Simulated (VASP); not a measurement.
Write the native input for VASP 6.6.1 that does the following.

| Item | Value |
| --- | --- |
| Task | single point |
| Functional | PBE |
| Potentials or basis | VASP PAW PBE potentials, release 64 (Al, Ru_pv) |
| Cutoff | 400 eV |
| k mesh | 1 × 1 × 11 |
| Occupations | gaussian, width 0.05 eV |
| Spin | no spin polarisation |
| Dipole correction | no |
| Further INCAR settings | ALGO = Normal; EDIFF = 1e-06; NBANDS = 120 |

The structure of AlRu lies in POSCAR:

```
AlRu
1.0
   16.4000000000      0.0000000000      0.0000000000
    0.0000000000     15.7000000000      0.0000000000
    0.0000000000      0.0000000000      5.0339741292
Al Ru
12 12
Direct
    0.3502701174      0.4322292484      0.0000442653
    0.3536179203      0.6992867032     -0.0026919189
    0.2802946547      0.5666083323      0.3360872891
    0.5733563661      0.3017625141      0.0025870480
    0.5752866115      0.5679611126     -0.0000295918
    0.5000000000      0.4317406179      0.3333333333
    0.4266436339      0.3017625141      0.6640796186
    0.5000000000      0.7031811113      0.3333333333
    0.4247133885      0.5679611126      0.6666962585
    0.7197053453      0.5666083323      0.3305793775
    0.6497298826      0.4322292484      0.6666224013
    0.6463820797      0.6992867032      0.6693585856
    0.4274706917      0.3015865156      0.1596816814
    0.4288131802      0.5654900996      0.1666913791
    0.3514324346      0.4329487085      0.5000330742
    0.3531032168      0.6986677846      0.4929275988
    0.2805494693      0.5673775464      0.8404753296
    0.6485675654      0.4329487085      0.1666335924
    0.5725293083      0.3015865156      0.5069849853
    0.6468967832      0.6986677846      0.1737390679
    0.5711868198      0.5654900996      0.4999752876
    0.5000000000      0.4366758388      0.8333333333
    0.5000000000      0.7017649650      0.8333333333
    0.7194505307      0.5673775464      0.8261913370
```

These files were run (other wordings do the same):

INCAR

```
SYSTEM = AlRu
PREC = Accurate
ENCUT = 400
EDIFF = 1E-6
ISMEAR = 0
SIGMA = 0.05
LREAL = .False.
LASPH = .True.
NELM = 120
ALGO = Normal
ISIF = 2
LWAVE = .False.
LCHARG = .False.
GGA = PE
NBANDS = 120
GGA_COMPAT = .False.
```

KPOINTS

```
regular mesh
0
Gamma
  1 1 11
  0 0 0
```

Potentials or basis: VASP PAW PBE potentials, release 64 (Al, Ru_pv).

Run with:

```sh
$ cat potpaw_PBE.64/Al/POTCAR potpaw_PBE.64/Ru_pv/POTCAR > POTCAR
$ mpirun -np 1 vasp_std > vasp.out
```

Results of the run:

```json
{
  "Largest force": "0.013 eV/Å",
  "Band gap on the k mesh": "zero (bands 102 and 103 overlap by 0.12 eV)"
}
```

Run time: 25 min on 1 thread of AMD EPYC 9R45 96-Core Processor (Zen 5), on a shared host, peak memory 0.98 GiB.
